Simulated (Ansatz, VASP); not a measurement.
**One calculation of MoS2, two programs**

File INCAR:

```
PREC = Accurate ; ENCUT = 520
EDIFF = 1E-6 ; ISMEAR = 0
SIGMA = 0.02 ; LREAL = F
LASPH = T ; NELM = 150
ALGO = Normal ; ISIF = 2
LWAVE = F ; LCHARG = F
ISPIN = 2 ; MAGMOM = 2 2 0 0 0 0
LORBIT = 11 ; LMAXMIX = 4
GGA = PS ; NBANDS = 39
```

File KPOINTS:

```
regular mesh
0
Gamma
  8 8 2
```

File POSCAR:

```
MoS2
1.0
    3.1690000000      0.0000000000      0.0000000000
   -1.5845000000      2.7444345050      0.0000000000
    0.0000000000      0.0000000000     12.3240000000
Mo S
2 4
Direct
    0.3333333333      0.6666666667      0.2500000000
    0.6666666667      0.3333333333      0.7500000000
    0.3333333333      0.6666666667      0.6230000000
    0.6666666667      0.3333333333      0.1230000000
    0.3333333333      0.6666666667      0.8770000000
    0.6666666667      0.3333333333      0.3770000000
```

Input for Ansatz:

```yaml
crystal:
  lattice:
    - [3.169, 0.0, 0.0]
    - [-1.5845, 2.744434505, 0.0]
    - [0.0, 0.0, 12.324]
  atoms:
    - { symbol: Mo, position: [0.3333333333, 0.6666666667, 0.25], spin: 2.0 }
    - { symbol: Mo, position: [0.6666666667, 0.3333333333, 0.75], spin: 2.0 }
    - { symbol: S, position: [0.3333333333, 0.6666666667, 0.623] }
    - { symbol: S, position: [0.6666666667, 0.3333333333, 0.123] }
    - { symbol: S, position: [0.3333333333, 0.6666666667, 0.877] }
    - { symbol: S, position: [0.6666666667, 0.3333333333, 0.377] }
magnetization:
  spin_polarized: true
basis:
  ecutwfc: 420
kpoints:
  mp_grid: { grid: [8, 8, 2] }
scf:
  occupations: { method: gaussian, width: 0.02 }
  n_extra_bands: 4
hamiltonian:
  xc: pbesol
  pseudopotentials: { kind: paw, azcp: { folder: soft_1 } }
output:
  eigenvalues: true
  forces: true
  stress: true
```

Alike in both runs: task single point; functional PBEsol; k mesh 8 × 8 × 2; occupations gaussian, width 0.02 eV; collinear spin.

|  | VASP | Ansatz |
| --- | --- | --- |
| version | VASP 6.6.1 | Ansatz 0.2.0 |
| potentials or method | VASP PAW PBE potentials, release 64 (Mo_sv, S), cutoff 520 eV | plane-wave PAW, scalar-relativistic |
| valence electrons in the cell | 52 | 52 |

```csv
,VASP,Ansatz,Ansatz less VASP
gap on the k mesh at the Fermi level (eV),0.95,0.94,-0.015
pressure (GPa),-3.0,-3.0,+0.02
"traceless stress, the component that is largest in VASP (GPa)",0.60,0.61,+0.016
rms of the force components (eV/Å),0.147,0.147,+0.0003
net moment per atom (μB),0.00,0.00,0.000
```

VASP's potentials were made for PBE, not for PBEsol, and Ansatz warns of the same on its side. Atom by atom the forces differ by 0.000 eV/Å (rms over components). The functional is the same, so the differences come from potentials, cutoffs and numerics. Ansatz's warnings: moment headroom below auto, seeded moment not kept.
